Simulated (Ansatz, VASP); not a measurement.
## One calculation of CdTe, two programs

```
Cd Te
1.0
     0.00000    3.32579    3.24467
     3.24467    0.00000    3.24467
     3.24467    3.32579    0.00000
Cd Te
1 1
Cartesian
  0.0000 0.0000 0.0000
  4.8670 4.9887 4.8670
```

Alike in both runs: task single point; functional r2SCAN; k mesh 8 × 8 × 8; occupations gaussian, width 0.05 eV; no spin polarisation.

|  | VASP | Ansatz |
| --- | --- | --- |
| version | VASP 6.6.1 | Ansatz 0.2.0 |
| potentials or method | VASP PAW PBE potentials, release 64 (Cd, Te) | scalar-relativistic, plane waves, PAW |
| plane-wave cutoff (eV) | 550 | 500 |
| valence electrons in the cell | 18 | 36 |

VASP gave:

- gap on the k mesh at the Fermi level (eV): 1.15
- pressure (GPa): 0.4
- traceless stress, the component that is largest in VASP (GPa): -0.29

**Question.** Which values does Ansatz return?

**Answer.** gap on the k mesh at the Fermi level (eV): 1.16; pressure (GPa): 0.3; traceless stress, the component that is largest in VASP (GPa): -0.29.

VASP's potentials were made for PBE, not for r2SCAN. The functional is the same, so the differences come from potentials, cutoffs and numerics. VASP's potentials hold 18 valence electrons a cell and Ansatz's 36, so a difference there can come from the potentials and not from the codes.

Spin-orbit coupling is off throughout.
